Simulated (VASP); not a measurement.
CdHgS2:

```xyz
4
Lattice="4.1809 0.0000 0.0000 0.0000 4.1809 0.0000 0.0000 0.0000 5.8843" Properties=species:S:1:pos:R:3 pbc="T T T"
Cd    0.0000    0.0000    0.0000
S     0.0000    2.0904    1.4508
S     2.0904    0.0000    4.4335
Hg    2.0904    2.0904    2.9421
```

Base run:

- Program: VASP 6.6.1
- Functional: r2SCAN
- Potentials or basis: VASP PAW PBE potentials, release 64 (Cd, S, Hg)
- Cutoff: 520 eV
- k mesh: 6 × 6 × 4
- Occupations: gaussian, width 0.01 eV
- Spin: no spin polarisation

Its results: band gap on the k mesh 0.61 eV, direct; pressure 0.3 GPa; largest force 0.004 eV/Å.

Q: The run is repeated on the same cell with these changes: functional from r2SCAN to PBE. What comes out?

A: Band gap on the k mesh 0.27 eV, direct; pressure 1.8 GPa; largest force 0.011 eV/Å.

r2SCAN gives the wider gap, since meta-GGAs in the generalised Kohn-Sham scheme recover part of the derivative discontinuity.

Caveats: spin-orbit coupling is left out, which moves the levels of the heavy elements; the PAW data sets were made with another functional, which shifts forces and pressure a little (some runs).

